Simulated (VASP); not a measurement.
# Pb in VASP: a series of runs, part 2 of 2

VASP 6.6.1.

## (4) Single point, r2SCAN, non-collinear spin, zero start, spin-orbit coupling

Contents of POSCAR:

```
Pb
1.0
    0.0000000000      2.4750200000      2.4750200000
    2.4750200000      0.0000000000      2.4750200000
    2.4750200000      2.4750200000      0.0000000000
Pb
1
Direct
    0.0000000000      0.0000000000      0.0000000000
```

Contents of INCAR.step1:

```
PREC = Accurate ; ENCUT = 520
ISMEAR = 0 ; SIGMA = 0.05
LREAL = F ; LASPH = T
NELM = 150 ; MAGMOM = 0 0 0
LSORBIT = T ; GGA_COMPAT = F
NBANDS = 25 ; GGA = PE
ALGO = Normal ; EDIFF = 1E-4
LWAVE = T ; LCHARG = F
```

Contents of INCAR.step2:

```
PREC = Accurate ; ENCUT = 520
EDIFF = 1E-6 ; ISMEAR = 0
SIGMA = 0.05 ; LREAL = F
LASPH = T ; NELM = 150
ALGO = Normal ; ISIF = 2
LWAVE = F ; LCHARG = F
MAGMOM = 0 0 0 ; LORBIT = 11
LSORBIT = T ; GGA_COMPAT = F
LORBMOM = T ; METAGGA = R2SCAN
LMIXTAU = T ; NBANDS = 25
ISTART = 1
```

Contents of KPOINTS:

```
Automatic mesh
0
Gamma
  8 8 8
```

Potentials or basis: VASP PAW PBE potentials, release 64 (Pb_d).

Started as:

```sh
> cat potpaw_PBE.64/Pb_d/POTCAR > POTCAR
> cp INCAR.step1 INCAR
> mpirun -np 1 vasp_ncl > vasp.out
> cp INCAR.step2 INCAR
> mpirun -np 1 vasp_ncl > vasp.out
```

OUTCAR:

```text
PREC = Accurate
   ENCUT = 520
   EDIFF = 1E-6
   ISMEAR = 0
   LREAL = F
   LASPH = T
   NELM = 150
   ISIF = 2
   LORBIT = 11
   LSORBIT = T
   METAGGA = R2SCAN
   ISTART = 1

 ion  position               nearest neighbor table
   1  0.000  0.000  0.000-

  LATTYP: Found a face centered cubic cell.
 ALAT       =     4.9500400000

  Lattice vectors:

 A1 = (   0.0000000000,   2.4750200000,   2.4750200000)
 A2 = (   2.4750200000,   0.0000000000,   2.4750200000)
 A3 = (   2.4750200000,   2.4750200000,   0.0000000000)

Analysis of symmetry for initial positions (statically):
=====================================================================
 Subroutine PRICEL returns:
 Original cell was already a primitive cell.

 Routine SETGRP: Setting up the symmetry group for a
 face centered cubic supercell.

 Subroutine GETGRP returns: Found 48 space group operations
 (whereof 48 operations were pure point group operations)
 out of a pool of 48 trial point group operations.

The static configuration has the point symmetry O_h .

Analysis of symmetry for dynamics (positions and initial velocities):
=====================================================================
 Subroutine PRICEL returns:
 Original cell was already a primitive cell.

 Routine SETGRP: Setting up the symmetry group for a
 face centered cubic supercell.

 Subroutine GETGRP returns: Found 48 space group operations
 (whereof 48 operations were pure point group operations)
 out of a pool of 48 trial point group operations.

The dynamic configuration has the point symmetry O_h .

Analysis of structural, dynamic, and magnetic symmetry:
=====================================================================
 Subroutine PRICEL returns:
[... 845 lines left out ...]
  -------------------------------------------------------------------------------------
  Total        0.2675880      0.2675880      0.2675880      0.0000000     -0.0000000     -0.0000000
  in kB       14.1387537     14.1387537     14.1387537      0.0000000     -0.0000000     -0.0000000
  external PRESSURE =      14.1387537 kB  Pullay stress =       0.0000000 kB

 VOLUME and BASIS-vectors are now :
 -----------------------------------------------------------------------------
  energy-cutoff  :      520.00
  volume of cell :       30.32
      direct lattice vectors                 reciprocal lattice vectors
     0.000000000  2.475020000  2.475020000    -0.202018570  0.202018570  0.202018570
     2.475020000  0.000000000  2.475020000     0.202018570 -0.202018570  0.202018570
     2.475020000  2.475020000  0.000000000     0.202018570  0.202018570 -0.202018570

 POSITION                                       TOTAL-FORCE (eV/Angst)
 -----------------------------------------------------------------------------------
      0.00000      0.00000      0.00000         0.000000      0.000000      0.000000
 -----------------------------------------------------------------------------------
    total drift:                               -0.000000     -0.000000     -0.000000

  FREE ENERGIE OF THE ION-ELECTRON SYSTEM (eV)
  ---------------------------------------------------
  free  energy   TOTEN  =       -56.8222430753 eV

  energy  without entropy=      -56.8219132491  energy(sigma->0) =      -56.82207816

 orbital moment (x)

 # of ion     p       d       tot
 ----------------------------------------
  1         0.000  -0.000   0.000
 ----------------------------------------
            0.000  -0.000   0.000

 orbital moment (y)

 # of ion     p       d       tot
 ----------------------------------------
  1        -0.000  -0.000  -0.000
 ----------------------------------------
           -0.000  -0.000  -0.000

 orbital moment (z)

 # of ion     p       d       tot
 ----------------------------------------
  1         0.000   0.000   0.000
 ----------------------------------------
            0.000   0.000   0.000

 Spin-Orbit-Coupling matrix elements

 Ion:    1  E_soc:     -1.1137587
 l=   1
     0.0000000    -0.1199985    -0.1199985
    -0.1199985     0.0000000    -0.1199985
    -0.1199985    -0.1199985     0.0000000
 l=   2
     0.0000000    -0.0132196     0.0000000    -0.0132196    -0.0524084
    -0.0132196     0.0000000    -0.0393063    -0.0132196    -0.0131021
     0.0000000    -0.0393063     0.0000000    -0.0393063     0.0000000
    -0.0132196    -0.0132196    -0.0393063     0.0000000    -0.0131021
    -0.0524084    -0.0131021     0.0000000    -0.0131021     0.0000000
 l=   3
     0.0000000     0.0000000     0.0000000     0.0000000     0.0000000     0.0000000     0.0000000
     0.0000000     0.0000000     0.0000000     0.0000000     0.0000000     0.0000000     0.0000000
     0.0000000     0.0000000     0.0000000     0.0000000     0.0000000     0.0000000     0.0000000
     0.0000000     0.0000000     0.0000000     0.0000000     0.0000000     0.0000000     0.0000000
     0.0000000     0.0000000     0.0000000     0.0000000     0.0000000     0.0000000     0.0000000
     0.0000000     0.0000000     0.0000000     0.0000000     0.0000000     0.0000000     0.0000000
     0.0000000     0.0000000     0.0000000     0.0000000     0.0000000     0.0000000     0.0000000

 total charge

# of ion       s       p       d       tot
------------------------------------------
    1        1.388   0.777   9.798  11.963

 magnetization (x)

# of ion       s       p       d       tot
------------------------------------------
    1        0.000   0.000  -0.000   0.000

 magnetization (y)

# of ion       s       p       d       tot
------------------------------------------
    1        0.000   0.000   0.000   0.000

 magnetization (z)

# of ion       s       p       d       tot
------------------------------------------
    1       -0.000   0.000   0.000  -0.000
```

Run time: 2.8 min. Hardware: 1 thread of Intel Xeon Platinum 8488C (Sapphire Rapids), shared host; peak memory 0.29 GiB.

Results:

```
Free energy                                           : -56.8222 eV
Pressure                                              : 1.4 GPa
Net moment                                            : 0.00 μB per cell
Valence electrons inside the program's atomic spheres : Pb 11.96
```

Moments on the atoms (μB; x, y, z):
```
Pb  0.00 0.00 0.00
```

Caveat: the PAW data sets were made with another functional, which shifts forces and pressure a little.
